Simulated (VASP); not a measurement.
Write the native input for VASP 6.6.1 that does the following.

```yaml
Task: single point
Functional: r2SCAN
Potentials_or_basis: VASP PAW PBE potentials, release 64 (Sr_sv)
Cutoff: 520 eV
k_mesh: 6 × 6 × 6
Occupations: fermi-dirac, width 0.05 eV
Spin: no spin polarisation
Dipole_correction: no
Further_INCAR_settings: ALGO = Normal; EDIFF = 1e-07; NBANDS = 11
```

Crystal: Sr.

```xyz
1
Lattice="0.0000 3.0824 3.0824 3.0824 0.0000 3.0824 3.0824 3.0824 0.0000" Properties=species:S:1:pos:R:3 pbc="T T T"
Sr    0.0000    0.0000    0.0000
```

These files were run (other wordings do the same):

POSCAR

```
Sr
1.0
    0.0000000000      3.0823855122      3.0823855122
    3.0823855122      0.0000000000      3.0823855122
    3.0823855122      3.0823855122      0.0000000000
Sr
1
Direct
    0.0000000000      0.0000000000      0.0000000000
```

INCAR.step1

```
SYSTEM = Sr
PREC     = Accurate       ! precision mode
ENCUT    = 520            ! plane-wave cutoff, eV
ISMEAR   = -1             ! smearing method
SIGMA    = 0.05           ! smearing width, eV
LREAL    = .FALSE.        ! projectors in reciprocal space
LASPH    = .TRUE.         ! aspherical terms in the spheres
NELM     = 60             ! most SCF steps
NBANDS   = 11             ! bands
GGA      = PE             ! functional
ALGO     = Normal         ! electronic algorithm
EDIFF    = 1E-4           ! SCF threshold, eV
LWAVE    = .TRUE.         ! write WAVECAR
LCHARG   = .FALSE.        ! write CHGCAR
```

INCAR.step2

```
SYSTEM = Sr
PREC     = Accurate       ! precision mode
ENCUT    = 520            ! plane-wave cutoff, eV
EDIFF    = 1E-7           ! SCF threshold, eV
ISMEAR   = -1             ! smearing method
SIGMA    = 0.05           ! smearing width, eV
LREAL    = .FALSE.        ! projectors in reciprocal space
LASPH    = .TRUE.         ! aspherical terms in the spheres
NELM     = 60             ! most SCF steps
ALGO     = Normal         ! electronic algorithm
ISIF     = 2              ! what is computed and relaxed
LWAVE    = .FALSE.        ! write WAVECAR
LCHARG   = .FALSE.        ! write CHGCAR
METAGGA  = R2SCAN         ! meta-GGA
LMIXTAU  = .TRUE.       
NBANDS   = 11             ! bands
ISTART   = 1
```

KPOINTS

```
Automatic mesh
0
G
  6 6 6
  0 0 0
```

Potentials or basis: VASP PAW PBE potentials, release 64 (Sr_sv).

Command:

```bash
$ cat potpaw_PBE.64/Sr_sv/POTCAR > POTCAR
$ cp INCAR.step1 INCAR
$ mpirun -np 1 vasp_std > vasp.out
$ cp INCAR.step2 INCAR
$ mpirun -np 1 vasp_std > vasp.out
```

Results of the run:

```json
{
 "Pressure": "-0.4 GPa",
 "Band gap on the k mesh": "zero (band 5 reaches 1.39 eV, above the bottom of band 6 at 1.29 eV)"
}
```

Caveat: the PAW data sets were made with another functional, which shifts forces and pressure a little.

It took 39 s on 1 thread of Intel Xeon 6975P-C (shared host), peak memory 0.19 GiB.
